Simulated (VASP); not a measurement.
A run of VASP 6.6.1 is set up as follows.

File INCAR:

```
SYSTEM = Al
ALGO = Normal
EDIFF = 1E-6
ENCUT = 520
GGA = PE
ISIF = 2
ISMEAR = 0
LASPH = .TRUE.
LCHARG = .FALSE.
LREAL = Auto
LWAVE = .FALSE.
NBANDS = 40
NELM = 100
PREC = Accurate
SIGMA = 0.15
```

File KPOINTS:

```
k-points
0
G
  3 3 1
  0 0 0
```

The input POSCAR:

```
Al
1.0
    5.7275650000      0.0000000000      0.0000000000
    0.0000000000      5.7275650000      0.0000000000
    0.0000000000      0.0000000000     19.0750000000
Al
17
Direct
    0.2499999564      0.2499999564      0.0524245872
    0.7500000436      0.2499999564      0.0524245872
    0.2499999564      0.7500000436      0.0524245872
    0.7500000436      0.7500000436      0.0524245872
    0.0047152673     -0.0012321117      0.1581175360
    0.5053816063      0.0038646441      0.1596438270
    0.0047117754      0.5011244744      0.1581197379
    0.5053629247      0.4960212586      0.1596432503
    0.2749227639      0.2496153252      0.2719087287
    0.7857950106      0.2496244041      0.2716536304
    0.2748850515      0.7496237930      0.2727501442
    0.7843767814      0.7496292054      0.2723211009
    0.0319699558     -0.0063952133      0.3818916383
    0.5340625554      0.0087141743      0.3737000262
    0.0319746699      0.5055169169      0.3819037484
    0.5340814116      0.4903453736      0.3736925295
    0.5779133017      0.7494588014      0.4888048755
```

Potentials or basis: VASP PAW PBE potentials, release 64 (Al).

Command:

```console
$ cat potpaw_PBE.64/Al/POTCAR > POTCAR
$ mpirun -np 1 vasp_std > vasp.out
```

Q: What does it give for the largest force?

A: 0.230 eV/Å.

Q: What does it give for the band gap on the k mesh?

A: Zero (an odd number of electrons rules out a gap without spin polarisation).

Forces on the atoms (eV/Å):
```
Al   0.094  0.000  0.012
Al  -0.077  0.000 -0.009
Al  -0.035  0.000 -0.003
Al   0.040  0.000  0.030
Al   0.029  0.007 -0.014
Al  -0.008  0.008 -0.017
Al   0.029 -0.006 -0.014
Al  -0.007 -0.007 -0.017
Al   0.001  0.000  0.031
Al  -0.031  0.001  0.036
Al  -0.045  0.000 -0.011
Al  -0.006  0.000  0.019
Al  -0.016  0.060 -0.041
Al  -0.086  0.057 -0.021
Al  -0.013 -0.059 -0.041
Al  -0.086 -0.059 -0.020
Al   0.217 -0.002  0.078
```

Caveat: the k points lie up to 0.37 Å⁻¹ apart, too coarse for converged energies and pressures of a metal; there is no dipole correction, which matters where the two faces differ.
